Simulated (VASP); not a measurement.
A run of VASP 6.6.1:

INCAR

```
PREC = Accurate
ENCUT = 520
EDIFF = 1E-6
ISMEAR = 0
SIGMA = 0.1
LREAL = F
LASPH = T
NELM = 60
ALGO = Normal
ISIF = 2
LWAVE = F
LCHARG = F
GGA = PE
NBANDS = 26
```

File KPOINTS:

```
Automatic mesh
0
Gamma
  6 6 2
```

POSCAR

```
Al3WO2
1.0
    3.1902504700      0.0000000000      0.0000000000
   -1.5951252400      2.7628379500      0.0000000000
    0.0000000000      0.0000000000      7.6490918100
Al W O
3 1 2
Direct
    0.3333333300      0.6666666700      0.7200648400
    0.6666666700      0.3333333300      0.2799351600
    0.0000000000      0.0000000000      0.5000000000
    0.0000000000      0.0000000000      0.0000000000
    0.3333333300      0.6666666700      0.3899675800
    0.6666666700      0.3333333300      0.6100324200
```

Potentials or basis: VASP PAW PBE potentials, release 64 (Al, W_sv, O).

Run with:

```bash
$ cat potpaw_PBE.64/Al/POTCAR potpaw_PBE.64/W_sv/POTCAR potpaw_PBE.64/O/POTCAR > POTCAR
$ mpirun -np 1 vasp_std > vasp.out
```

Hardware: 1 thread of Intel(R) Xeon(R) 6975P-C (Granite Rapids), with other jobs on the host.

Task: Estimate the wall time of this run.

Result: Run time: 9.8 s on 1 thread of Intel(R) Xeon(R) 6975P-C (Granite Rapids) (shared host), peak memory 0.18 GiB. Counts: scf iterations 15, k points 14.
